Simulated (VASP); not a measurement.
# SiC (P6_3mc) in VASP: elastic constants with LDA

Aim: the elastic constants of SiC with LDA.

Everything below comes from runs of VASP 6.6.1. Logs are shortened: lines on timing, memory, paths and dates and some standing lists are left out, and cuts for length are marked.

## (1) The cell of the first run

Symmetry: P6_3mc, No. 186, hexagonal system. The conventional cell has a = 3.058 Å, b = 3.058 Å, c = 10.012 Å, α = 90.00°, β = 90.00°, γ = 120.00°. Si (site symmetry 3m) has 4 C at 1.87 to 1.88 Å within 2.5 Å. Si (site symmetry 3m) has 4 C at 1.87 to 1.88 Å within 2.5 Å. C (site symmetry 3m) has 4 Si at 1.87 to 1.88 Å within 2.5 Å. Within 2.5 Å of C (site symmetry 3m) lie 4 Si at 1.87 to 1.88 Å.

## (2) Elastic constants, LDA

INCAR

```
SYSTEM = SiC
  ALGO = Normal
  EDIFF = 1E-8
  ENCUT = 600
  IBRION = 6
  ISIF = 3
  ISMEAR = 0
  LASPH = .TRUE.
  LCHARG = .FALSE.
  LREAL = .FALSE.
  LWAVE = .FALSE.
  NELM = 100
  NFREE = 2
  NSW = 1
  POTIM = 0.015
  PREC = Accurate
  SIGMA = 0.01
```

KPOINTS

```
k-points
0
G
  10 10 3
  0 0 0
```

POSCAR

```
SiC
1.0
    3.0584222521      0.0000000000      0.0000000000
   -1.5292111260      2.6486713659      0.0000000000
    0.0000000000      0.0000000000     10.0120990479
Si C
4 4
Direct
    0.6666666667      0.3333333333      0.9378418405
    0.3333333333      0.6666666667      0.4378418405
    0.0000000000      0.0000000000      0.6879007850
    0.0000000000      0.0000000000      0.1879007850
    0.6666666667      0.3333333333      0.7498073805
    0.3333333333      0.6666666667      0.2498073805
    0.0000000000      0.0000000000      0.5004489940
    0.0000000000      0.0000000000      0.0004489940
```

Potentials or basis: VASP PAW LDA potentials, release 64 (Si, C).

Command:

```sh
cat potpaw_LDA.64/Si/POTCAR potpaw_LDA.64/C/POTCAR > POTCAR
mpirun -np 1 vasp_std > vasp.out
```

OUTCAR:

```text
SYSTEM = SiC
   EDIFF = 1E-8
   ENCUT = 600
   IBRION = 6
   ISIF = 3
   ISMEAR = 0
   LASPH = .TRUE.
   LREAL = .FALSE.
   NELM = 100
   NFREE = 2
   NSW = 1
   POTIM = 0.015
   PREC = Accurate

 ion  position               nearest neighbor table
   1  0.667  0.333  0.938-   8 1.87   8 1.87   8 1.87   5 1.88   3 3.06   3 3.06   3 3.06   4 3.06
                             4 3.06   4 3.06
   2  0.333  0.667  0.438-   7 1.87   7 1.87   7 1.87   6 1.88   4 3.06   4 3.06   4 3.06   3 3.06
                             3 3.06   3 3.06
   3  0.000  0.000  0.688-   5 1.87   5 1.87   5 1.87   7 1.88   1 3.06   1 3.06   1 3.06   2 3.06
                             2 3.06   2 3.06
   4  0.000  0.000  0.188-   6 1.87   6 1.87   6 1.87   8 1.88   2 3.06   2 3.06   2 3.06   1 3.06
                             1 3.06   1 3.06
   5  0.667  0.333  0.750-   3 1.87   3 1.87   3 1.87   1 1.88
   6  0.333  0.667  0.250-   4 1.87   4 1.87   4 1.87   2 1.88
   7  0.000  0.000  0.500-   2 1.87   2 1.87   2 1.87   3 1.88
   8  0.000  0.000  0.000-   1 1.87   1 1.87   1 1.87   4 1.88

  LATTYP: Found a hexagonal cell.
 ALAT       =     3.0584222521
 C/A-ratio  =     3.2736156824

  Lattice vectors:

 A1 = (   3.0584222521,   0.0000000000,   0.0000000000)
 A2 = (  -1.5292111260,   2.6486713659,   0.0000000000)
 A3 = (   0.0000000000,   0.0000000000,  10.0120990479)

Analysis of symmetry for initial positions (statically):
=====================================================================
 Subroutine PRICEL returns:
 Original cell was already a primitive cell.

 Routine SETGRP: Setting up the symmetry group for a
 hexagonal supercell.

 Subroutine GETGRP returns: Found 12 space group operations
 (whereof  6 operations were pure point group operations)
 out of a pool of 24 trial point group operations.

The static configuration has the point symmetry C_3v.
 The point group associated with its full space group is C_6v.

Analysis of symmetry for dynamics (positions and initial velocities):
=====================================================================
 Subroutine PRICEL returns:
 Original cell was already a primitive cell.

 Routine SETGRP: Setting up the symmetry group for a
 hexagonal supercell.

 Subroutine GETGRP returns: Found 12 space group operations
 (whereof  6 operations were pure point group operations)
 out of a pool of 24 trial point group operations.

The dynamic configuration has the point symmetry C_3v.
 The point group associated with its full space group is C_6v.

 Subroutine INISYM returns: Found 12 space group operations
 (whereof  6 operations are pure point group operations),
 and found     1 'primitive' translations

----------------------------------------------------------------------------------------

                                     Primitive cell

  volume of cell :      81.1056

  direct lattice vectors                    reciprocal lattice vectors
     3.058422252  0.000000000  0.000000000     0.326965971  0.188773891  0.000000000
    -1.529211126  2.648671366  0.000000000     0.000000000  0.377547782  0.000000000
     0.000000000  0.000000000 10.012099048     0.000000000  0.000000000  0.099879156

  length of vectors
     3.058422252  3.058422252 10.012099048     0.377547782  0.377547782  0.099879156

  position of ions in fractional coordinates (direct lattice)
     0.666666667  0.333333333  0.937841840
     0.333333333  0.666666667  0.437841840
     0.000000000  0.000000000  0.687900785
     0.000000000  0.000000000  0.187900785
     0.666666667  0.333333333  0.749807381
     0.333333333  0.666666667  0.249807381
     0.000000000  0.000000000  0.500448994
     0.000000000  0.000000000  0.000448994

  ion indices of the primitive-cell ions
   primitive index   ion index
                 1           1
                 2           2
                 3           3
                 4           4
                 5           5
                 6           6
                 7           7
                 8           8
[... 99 lines left out ...]
   AEXX    =    0.0000 exact exchange contribution
   IVDW    =     0    specifies the selected vdW correction
   LEPSILON=     F    determine dielectric tensor
   LRPA    =     F    only Hartree local field effects (RPA)
 finite differences with symmetry
 non-spin polarized calculation
 Gauss-broadening in eV      SIGMA  =   0.01
  energy-cutoff  :      600.00
  volume of cell :       81.11
 maximum number of plane-waves:      2730
   NGX = 13   NGY = 13   NGZ = 39

--------------------------------------- Ionic step        1  -------------------------------------------

 number of electron      31.9999999 magnetization

 Free energy of the ion-electron system (eV)
  ---------------------------------------------------
  ext. energy  EPLUGINS =         0.00000000
  ---------------------------------------------------
  free energy    TOTEN  =       -66.58878269 eV

  energy without entropy =      -66.58878269  energy(sigma->0) =      -66.58878269

------------------------ aborting loop because EDIFF is reached ----------------------------------------

  FORCE on cell =-STRESS in cart. coord.  units (eV):
  Direction    XX          YY          ZZ          XY          YZ          ZX
  --------------------------------------------------------------------------------------
  -------------------------------------------------------------------------------------
  Total        0.1259677      0.1259677      0.1297136      0.0000000      0.0000000      0.0000000
  in kB        2.4883941      2.4883941      2.5623917      0.0000000      0.0000000      0.0000000
  external PRESSURE =       2.5130600 kB  Pullay stress =       0.0000000 kB
[... 107 lines left out ...]
  FREE ENERGIE OF THE ION-ELECTRON SYSTEM (eV)
  ---------------------------------------------------
  free  energy   TOTEN  =       -66.5535063329 eV

  energy  without entropy=      -66.5535063329  energy(sigma->0) =      -66.55350633

[... ionic steps 4 to 26 ...]

--------------------------------------- Ionic step       27  -------------------------------------------

 number of electron      32.0000000 magnetization

------------------------ aborting loop because EDIFF is reached ----------------------------------------
[... 79 lines left out ...]
--------------------------------------- Ionic step       29  -------------------------------------------

 number of electron      31.9999999 magnetization

 Free energy of the ion-electron system (eV)
  ---------------------------------------------------
  ext. energy  EPLUGINS =         0.00000000
  ---------------------------------------------------
  free energy    TOTEN  =       -66.58570009 eV

  energy without entropy =      -66.58570009  energy(sigma->0) =      -66.58570009

 E-fermi :   8.4345     XC(G=0): -11.6398

 val. band max:        8.3529636466   @ k =   0.0000   0.0000   0.0000
 cond. band min:      10.5319963772   @ k =   0.5000   0.0000   0.0000
 fundamental gap:      2.1790327306
 Fermi energy:         8.4344776723

 k-point     1 :       0.0000    0.0000    0.0000
  band No.  band energies     occupation
      1      -7.1920      2.00000
      2      -5.9996      2.00000
      3      -5.9441      2.00000
      4      -3.5023      2.00000
      5      -0.3704      2.00000
      6       3.9791      2.00000
[... 565 lines left out ...]
     20      13.2153      0.00000
     21      14.4359      0.00000

 [... further k-points ...]

------------------------ aborting loop because EDIFF is reached ----------------------------------------

  FORCE on cell =-STRESS in cart. coord.  units (eV):
  Direction    XX          YY          ZZ          XY          YZ          ZX
  --------------------------------------------------------------------------------------
  -------------------------------------------------------------------------------------
  Total        0.2013561      0.2013561     -0.0066946      0.0000000      0.0000000     -0.0000000
  in kB        3.9776323      3.9776323     -0.1322460      0.0000000      0.0000000     -0.0000000
  external PRESSURE =       2.6076729 kB  Pullay stress =       0.0000000 kB
[... 23 lines left out ...]
  FREE ENERGIE OF THE ION-ELECTRON SYSTEM (eV)
  ---------------------------------------------------
  free  energy   TOTEN  =       -66.5857000863 eV

  energy  without entropy=      -66.5857000863  energy(sigma->0) =      -66.58570009

 INTERNAL STRAIN TENSORS FROM STRAINED CELLS
 ============================================

 INTERNAL STRAIN TENSOR FOR ION    1 for displacements in x,y,z  (eV/Angst):
          X           Y           Z          XY          YZ          ZX
  --------------------------------------------------------------------------------
  x    -0.00000     0.00000    -0.00000    -7.92718     0.00000     5.34630
  y    -7.95609     7.98789     0.00000    -0.00009     5.33861     0.00002
  z     5.10960     5.11596    -9.31069    -0.00015    -0.00089     0.00004

 INTERNAL STRAIN TENSORS FROM DISPLACED ATOMS
 ============================================

 INTERNAL STRAIN TENSOR FOR ION    1 for displacements in x,y,z  (eV/Angst):
          X           Y           Z          XY          YZ          ZX
  --------------------------------------------------------------------------------
  x    -0.00000     0.00000    -0.00000    -7.94420     0.00000     5.35324
  y    -7.94420     7.94420     0.00000     0.00000     5.35324     0.00000
  z     5.09453     5.09453    -9.25071     0.00000     0.00000    -0.00000

 INTERNAL STRAIN TENSOR FOR ION    8 for displacements in x,y,z  (eV/Angst):
          X           Y           Z          XY          YZ          ZX
  --------------------------------------------------------------------------------
  x     0.00000    -0.00000    -0.00000     7.40871    -0.00000    -5.23164
  y     7.40871    -7.40871     0.00000    -0.00000    -5.23164    -0.00000
  z    -4.90038    -4.90038     9.78568    -0.00000     0.00000     0.00000

 Eigenvectors and eigenvalues of the dynamical matrix
 ----------------------------------------------------

   1 f  =   27.646796 THz   173.709944 2PiTHz  922.197857 cm-1   114.337911 meV
             X         Y         Z           dx          dy          dz
      1.529211  0.882890  9.389765    -0.000000    0.000000   -0.178989
     -0.000000  1.765781  4.383716    -0.000000   -0.000000    0.178989
      0.000000  0.000000  6.887331    -0.000000   -0.000000    0.294811
      0.000000  0.000000  1.881281    -0.000000    0.000000   -0.294811
      1.529211  0.882890  7.507146     0.000000   -0.000000   -0.178082
     -0.000000  1.765781  2.501096     0.000000   -0.000000    0.178082
      0.000000  0.000000  5.010545     0.000000    0.000000   -0.591047
      0.000000  0.000000  0.004495     0.000000   -0.000000    0.591047
[... 243 lines left out ...]
  24 f/i=    0.001820 THz     0.011438 2PiTHz    0.060724 cm-1     0.007529 meV
             X         Y         Z           dx          dy          dz
      1.529211  0.882890  9.389765     0.143303    0.393099   -0.000000
     -0.000000  1.765781  4.383716     0.143303    0.393099   -0.000000
      0.000000  0.000000  6.887331     0.143331    0.393176   -0.000000
      0.000000  0.000000  1.881281     0.143331    0.393176   -0.000000
      1.529211  0.882890  7.507146     0.093751    0.257170   -0.000000
     -0.000000  1.765781  2.501096     0.093751    0.257170   -0.000000
      0.000000  0.000000  5.010545     0.093722    0.257092   -0.000000
      0.000000  0.000000  0.004495     0.093722    0.257092   -0.000000

--------------------------------------------------------------------------------------------------------

 ELASTIC MODULI CONTR FROM IONIC RELAXATION (kBar)
 Direction    XX          YY          ZZ          XY          YZ          ZX
 --------------------------------------------------------------------------------
 XX        -512.4885    286.2177    221.3321     -0.0000      0.0000      0.0000
 YY         286.2177   -512.4885    221.3321     -0.0000      0.0000     -0.0000
 ZZ         221.3321    221.3321   -434.1588      0.0000     -0.0000     -0.0000
 XY          -0.0000     -0.0000      0.0000   -399.3531     -0.0000      0.0000
 YZ           0.0000      0.0000     -0.0000     -0.0000   -128.5310     -0.0000
 ZX           0.0000     -0.0000     -0.0000      0.0000     -0.0000   -128.5309
 --------------------------------------------------------------------------------

 TOTAL ELASTIC MODULI (kBar)
 Direction    XX          YY          ZZ          XY          YZ          ZX
 --------------------------------------------------------------------------------
 XX        5149.0972   1181.4408    591.5201      0.0000      0.0000      0.0000
 YY        1181.4408   5149.0972    591.5201      0.0000      0.0000     -0.0000
 ZZ         591.5201    591.5201   5661.7842      0.0000     -0.0000     -0.0000
 XY           0.0000      0.0000      0.0000   1983.8282     -0.0000      0.0000
 YZ           0.0000      0.0000     -0.0000     -0.0000   1623.4843      0.0000
 ZX           0.0000     -0.0000     -0.0000      0.0000      0.0000   1623.4843
 --------------------------------------------------------------------------------
```

Run time: 55 min. Hardware: 1 thread of Oxide Virtual Turin-like, shared host; peak memory 0.47 GiB.

Results:

- Voigt bulk modulus: 230 GPa
- Highest phonon frequency at Γ, LO-TO splitting left out: 922 cm⁻¹

Phonon frequencies in cm⁻¹ (negative: imaginary):
```
              q point                                                                                frequencies
(0.000, 0.000, 0.000)  0 0 0 191 191 199 199 258 258 401 409 607 773 773 781 781 785 789 789 800 800 841 913 922
```

Elastic tensor in Voigt notation (GPa, in the Cartesian axes of the cell as first typed):
```
515 118  59   0   0   0
118 515  59   0   0   0
 59  59 566   0   0   0
  0   0   0 162   0   0
  0   0   0   0 162   0
  0   0   0   0   0 198
```

Clamped-ion elastic tensor (GPa):
```
566  90  37   0   0   0
 90 566  37   0   0   0
 37  37 610   0   0   0
  0   0   0 175   0   0
  0   0   0   0 175   0
  0   0   0   0   0 238
```
